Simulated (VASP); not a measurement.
# NaF (Villiaumite) (Fm-3m) in VASP: density of states with PBE

Aim: the density of states of NaF (Villiaumite) with PBE.

Program: VASP 6.6.1. These are calculated values, not measurements. Logs are shortened: lines on timing, memory, paths and dates and some standing lists are left out, and cuts for length are marked.

**1. The cell of the first run**

It takes space group Fm-3m (No. 225, cubic). Conventional cell: a = 4.701 Å, b = 4.701 Å, c = 4.701 Å, α = 90.00°, β = 90.00°, γ = 90.00°. Within 3.1 Å of Na (site symmetry m-3m) lie 6 F at 2.35 Å. Within 3.1 Å of F (site symmetry m-3m) lie 6 Na at 2.35 Å.

**2. Density of states, PBE**

The input, POSCAR:

```
NaF
1.0
    0.0000000000      2.3505150850      2.3505150850
    2.3505150850      0.0000000000      2.3505150850
    2.3505150850      2.3505150850      0.0000000000
Na F
1 1
Direct
    0.0000000000      0.0000000000      0.0000000000
    0.5000000000      0.5000000000      0.5000000000
```

The input, INCAR.step1:

```
SYSTEM = NaF
  ALGO = Normal
  EDIFF = 1E-6
  ENCUT = 520
  GGA = PE
  GGA_COMPAT = .FALSE.
  ISIF = 2
  ISMEAR = 0
  LASPH = .TRUE.
  LCHARG = .TRUE.
  LORBIT = 11
  LREAL = .FALSE.
  LWAVE = .FALSE.
  NBANDS = 14
  NEDOS = 2001
  NELM = 120
  PREC = Accurate
  SIGMA = 0.01
```

The input, KPOINTS.step1:

```
k-points
0
G
  7 7 7
  0 0 0
```

The input, INCAR.step2:

```
SYSTEM = NaF
  ALGO = Normal
  EDIFF = 1E-6
  ENCUT = 520
  GGA = PE
  GGA_COMPAT = .FALSE.
  ICHARG = 11
  ISIF = 2
  ISMEAR = -5
  LASPH = .TRUE.
  LCHARG = .FALSE.
  LORBIT = 10
  LREAL = .FALSE.
  LWAVE = .FALSE.
  NBANDS = 14
  NEDOS = 2001
  NELM = 120
  PREC = Accurate
  SIGMA = 0.01
```

The input, KPOINTS.step2:

```
k-points
0
G
  11 11 11
  0 0 0
```

Potentials or basis: VASP PAW PBE potentials, release 64 (Na_pv, F).

Started as:

```sh
$ cat potpaw_PBE.64/Na_pv/POTCAR potpaw_PBE.64/F/POTCAR > POTCAR
$ cp INCAR.step1 INCAR
$ cp KPOINTS.step1 KPOINTS
$ mpirun -np 1 vasp_std > vasp.out
$ cp INCAR.step2 INCAR
$ cp KPOINTS.step2 KPOINTS
$ mpirun -np 1 vasp_std > vasp.out
```

OUTCAR:

```text
SYSTEM = NaF
   EDIFF = 1E-6
   ENCUT = 520
   GGA = PE
   ICHARG = 11
   ISIF = 2
   ISMEAR = -5
   LASPH = .TRUE.
   LORBIT = 10
   LREAL = .FALSE.
   NELM = 120
   PREC = Accurate

 ion  position               nearest neighbor table
   1  0.000  0.000  0.000-
   2  0.500  0.500  0.500-

  LATTYP: Found a face centered cubic cell.
 ALAT       =     4.7010301700

  Lattice vectors:

 A1 = (   0.0000000000,   2.3505150850,   2.3505150850)
 A2 = (   2.3505150850,   0.0000000000,   2.3505150850)
 A3 = (   2.3505150850,   2.3505150850,   0.0000000000)

Analysis of symmetry for initial positions (statically):
=====================================================================
 Subroutine PRICEL returns:
 Original cell was already a primitive cell.

 Routine SETGRP: Setting up the symmetry group for a
 face centered cubic supercell.

 Subroutine GETGRP returns: Found 48 space group operations
 (whereof 48 operations were pure point group operations)
 out of a pool of 48 trial point group operations.

The static configuration has the point symmetry O_h .

Analysis of symmetry for dynamics (positions and initial velocities):
=====================================================================
 Subroutine PRICEL returns:
 Original cell was already a primitive cell.

 Routine SETGRP: Setting up the symmetry group for a
 face centered cubic supercell.

 Subroutine GETGRP returns: Found 48 space group operations
 (whereof 48 operations were pure point group operations)
 out of a pool of 48 trial point group operations.

The dynamic configuration has the point symmetry O_h .

 Subroutine INISYM returns: Found 48 space group operations
 (whereof 48 operations are pure point group operations),
 and found     1 'primitive' translations

----------------------------------------------------------------------------------------

                                     Primitive cell

  volume of cell :      25.9728

  direct lattice vectors                    reciprocal lattice vectors
     0.000000000  2.350515085  2.350515085    -0.212719333  0.212719333  0.212719333
     2.350515085  0.000000000  2.350515085     0.212719333 -0.212719333  0.212719333
     2.350515085  2.350515085  0.000000000     0.212719333  0.212719333 -0.212719333

  length of vectors
     3.324130312  3.324130312  3.324130312     0.368440692  0.368440692  0.368440692

  position of ions in fractional coordinates (direct lattice)
     0.000000000  0.000000000  0.000000000
     0.500000000  0.500000000  0.500000000

  ion indices of the primitive-cell ions
   primitive index   ion index
                 1           1
                 2           2

----------------------------------------------------------------------------------------

 KPOINTS: k-points

Automatic generation of k-mesh.
 Grid dimensions read from file:
 generate k-points for:   11   11   11

 Generating k-lattice:

  Cartesian coordinates                     Fractional coordinates (reciprocal lattice)
    -0.019338121  0.019338121  0.019338121     0.090909091  0.000000000  0.000000000
     0.019338121 -0.019338121  0.019338121     0.000000000  0.090909091  0.000000000
     0.019338121  0.019338121 -0.019338121     0.000000000  0.000000000  0.090909091

  Length of vectors
     0.033494608  0.033494608  0.033494608

  Shift w.r.t. Gamma in fractional coordinates (k-lattice)
     0.000000000  0.000000000  0.000000000

 TETIRR: Found    201 inequivalent tetrahedra from     7986

 Subroutine IBZKPT returns following result:
 ===========================================

 Found     56 irreducible k-points:

 Following reciprocal coordinates:
            Coordinates               Weight
  0.000000  0.000000  0.000000      1.000000
  0.090909  0.000000  0.000000      8.000000
  0.181818  0.000000  0.000000      8.000000
  0.272727  0.000000  0.000000      8.000000
  0.363636  0.000000  0.000000      8.000000
  0.454545  0.000000  0.000000      8.000000
[... 16 lines left out ...]
 -0.272727  0.181818  0.000000     24.000000
 -0.181818  0.181818  0.000000     12.000000
 [... further k-points ...]
   k-points           NKPTS =     56   k-points in BZ     NKDIM =     56   number of bands    NBANDS=     14
   number of dos      NEDOS =   2001   number of ions     NIONS =      2
   total plane-waves  NPLWV =  21952
   dimension x,y,z NGX =    28 NGY =   28 NGZ =   28
   dimension x,y,z NGXF=    56 NGYF=   56 NGZF=   56
   ions per type =               1   1
   NGX,Y,Z   is equivalent  to a cutoff of  14.00, 14.00, 14.00 a.u.
   NGXF,Y,Z  is equivalent  to a cutoff of  28.01, 28.01, 28.01 a.u.
 SYSTEM =  NaF
   PREC   = accura    normal or accurate (medium, high low for compatibility)
   ISTART =      0    job   : 0-new  1-cont  2-samecut
   ICHARG =     11    charge: 1-file 2-atom 10-const
   ISPIN  =      1    spin polarized calculation?
   LNONCOLLINEAR =      F non collinear calculations
   LSORBIT =      F    spin-orbit coupling
   LASPH  =      T    aspherical Exc in radial PAW
   ENCUT  =  520.0 eV  38.22 Ry    6.18 a.u.   6.18  6.18  6.18*2*pi/ulx,y,z
   NELM   =    120;   NELMIN=  2; NELMDL=  0     # of ELM steps
   EDIFF  = 0.1E-05   stopping-criterion for ELM
   LREAL  =      F    real-space projection
   EDIFFG = 0.1E-04   stopping-criterion for IOM
   NSW    =      0    number of steps for IOM
   IBRION =     -1    ionic relax: 0-MD 1-quasi-New 2-CG
   NFREE  =      0    steps in history (QN), initial steepest desc. (CG)
   ISIF   =      2    stress and relaxation
   ISYM   =      2    0-nonsym 1-usesym 2-fastsym
   POTIM  = 0.5000    time-step for ionic-motion
   TEBEG  =    0.0;   TEEND  =   0.0 temperature during run
   PSTRESS=    0.0 pullay stress
   NELECT =      14.0000    total number of electrons
   NUPDOWN=      -1.0000    fix difference up-down
   EMIN   =  10.00;   EMAX   =-10.00  energy-range for DOS
   EFERMI =   0.00;   METHOD = LEGACY
   ISMEAR =    -5;   SIGMA  =   0.01  broadening in eV -4-tet -1-fermi 0-gaus
   EFERMI_NEDOS =   21; number of points for ismear=-14 and -15
   IALGO  =     38    algorithm
   IMIX   =      4    mixing-type and parameters
     AMIX     =   0.40;   BMIX     =  1.00
     AMIX_MAG =   1.60;   BMIX_MAG =  1.00
  volume/ion in A,a.u.               =      12.99        87.64
  Fermi-wavevector in a.u.,A,eV,Ry     =   1.332328  2.517735 24.151671  1.775098
  Thomas-Fermi vector in A             =   2.461271
   LORBIT       =     10    0 simple, 1 ext, 2 COOP (PROOUT), +10 PAW based schemes
   GGA     = PE    functional components
   LHFCALC =     F    Hartree Fock is set to
   AEXX    =    0.0000 exact exchange contribution
   IVDW    =     0    specifies the selected vdW correction
   LEPSILON=     F    determine dielectric tensor
   LRPA    =     F    only Hartree local field effects (RPA)
 non-spin polarized calculation
 Fermi weights with tetrahedron method with Bloechl corrections
  energy-cutoff  :      520.00
  volume of cell :       25.97
 maximum number of plane-waves:       725
 NGX is ok and might be reduce to    28

 number of electron      14.0000002 magnetization

 Free energy of the ion-electron system (eV)
  ---------------------------------------------------
  ext. energy  EPLUGINS =         0.00000000
  ---------------------------------------------------
  free energy    TOTEN  =        -8.56943017 eV

  energy without entropy =       -8.56943017  energy(sigma->0) =       -8.56943017

 E-fermi :  -2.2609     XC(G=0):  -8.9514

 val. band max:       -2.2655362110   @ k =   0.0000   0.0000   0.0000
 cond. band min:       3.8071629038   @ k =   0.0000   0.0000   0.0000
 fundamental gap:      6.0726991148
 Fermi energy:        -2.2609271491

 k-point     1 :       0.0000    0.0000    0.0000
  band No.  band energies     occupation
      1     -21.3700      2.00000
      2     -21.3430      2.00000
      3     -21.3430      2.00000
      4     -21.3430      2.00000
      5      -2.2655      2.00000
      6      -2.2655      2.00000
      7      -2.2655      2.00000
      8       3.8072      0.00000
      9      16.4020      0.00000
     10      16.4020      0.00000
     11      16.4020      0.00000
     12      19.1784      0.00000
     13      21.3056      0.00000
     14      21.3056      0.00000

 k-point     2 :       0.0909    0.0000    0.0000
  band No.  band energies     occupation
      1     -21.5609      2.00000
      2     -21.3439      2.00000
      3     -21.3439      2.00000
      4     -21.1419      2.00000
      5      -2.4211      2.00000
      6      -2.2845      2.00000
      7      -2.2845      2.00000
      8       4.0961      0.00000
      9      15.3013      0.00000
     10      16.5219      0.00000
     11      16.5219      0.00000
     12      20.3826      0.00000
     13      20.9271      0.00000
     14      20.9271      0.00000

 k-point     3 :       0.1818    0.0000    0.0000
  band No.  band energies     occupation
      1     -21.7403      2.00000
      2     -21.3462      2.00000
      3     -21.3462      2.00000
      4     -20.9360      2.00000
      5      -2.7936      2.00000
      6      -2.3349      2.00000
      7      -2.3349      2.00000
      8       4.8599      0.00000
      9      13.6966      0.00000
     10      16.8299      0.00000
     11      16.8299      0.00000
     12      20.3233      0.00000
     13      20.3233      0.00000
     14      21.4839      0.00000
[... 324 lines left out ...]
 k-point    23 :      -0.2727    0.1818    0.0000
  band No.  band energies     occupation
      1     -21.9141      2.00000
      2     -21.3828      2.00000
      3     -21.3512      2.00000
      4     -20.6784      2.00000
      5      -3.3919      2.00000
      6      -2.6792      2.00000
      7      -2.4680      2.00000
      8       7.3124      0.00000
      9      11.4675      0.00000
     10      15.0175      0.00000
     11      17.9008      0.00000
     12      19.2722      0.00000
     13      19.5028      0.00000
     14      23.6010      0.00000

 k-point    24 :      -0.1818    0.1818    0.0000
  band No.  band energies     occupation
      1     -21.8667      2.00000
      2     -21.3718      2.00000
      3     -21.3466      2.00000
      4     -20.7557      2.00000
      5      -3.1935      2.00000
      6      -2.5520      2.00000
      7      -2.4085      2.00000
      8       6.2535      0.00000
      9      12.2988      0.00000
     10      15.6049      0.00000
     11      18.1836      0.00000
     12      18.5230      0.00000
     13      20.1734      0.00000
     14      23.3005      0.00000

 [... further k-points ...]
[... 5 lines left out ...]
  --------------------------------------------------------------------------------------
  -------------------------------------------------------------------------------------
  Total       -0.0200337     -0.0200337     -0.0200337      0.0000000     -0.0000000     -0.0000000
  in kB       -1.2358103     -1.2358103     -1.2358103      0.0000000     -0.0000000     -0.0000000
  external PRESSURE =      -1.2358103 kB  Pullay stress =       0.0000000 kB

 VOLUME and BASIS-vectors are now :
 -----------------------------------------------------------------------------
  energy-cutoff  :      520.00
  volume of cell :       25.97
      direct lattice vectors                 reciprocal lattice vectors
     0.000000000  2.350515085  2.350515085    -0.212719333  0.212719333  0.212719333
     2.350515085  0.000000000  2.350515085     0.212719333 -0.212719333  0.212719333
     2.350515085  2.350515085  0.000000000     0.212719333  0.212719333 -0.212719333

 POSITION                                       TOTAL-FORCE (eV/Angst)
 -----------------------------------------------------------------------------------
      0.00000      0.00000      0.00000         0.000000     -0.000000      0.000000
      2.35052      2.35052      2.35052         0.000000      0.000000     -0.000000
 -----------------------------------------------------------------------------------
    total drift:                                0.000000      0.000000      0.000000

  FREE ENERGIE OF THE ION-ELECTRON SYSTEM (eV)
  ---------------------------------------------------
  free  energy   TOTEN  =        -8.5694301697 eV

  energy  without entropy=       -8.5694301697  energy(sigma->0) =       -8.56943017

 total charge

# of ion       s       p       d       tot
------------------------------------------
    1        0.046   5.990   0.000   6.036
    2        1.728   4.374   0.000   6.102
--------------------------------------------------
tot          1.775  10.363   0.000  12.138
```

It took 34 s on 1 thread of AMD EPYC 7R13, shared host; peak memory 0.12 GiB.

Results:

| Quantity | Value |
| --- | --- |
| Valence electrons inside the program's atomic spheres | Na 6.04; F 6.10 |

Levels at points of the mesh, in eV from the valence-band top:
```tsv
k point	band 5	band 6	band 7	band 8	band 9	band 10
(0.00, 0.00, 0.00)	0.00	0.00	0.00	6.07	18.67	18.67
```
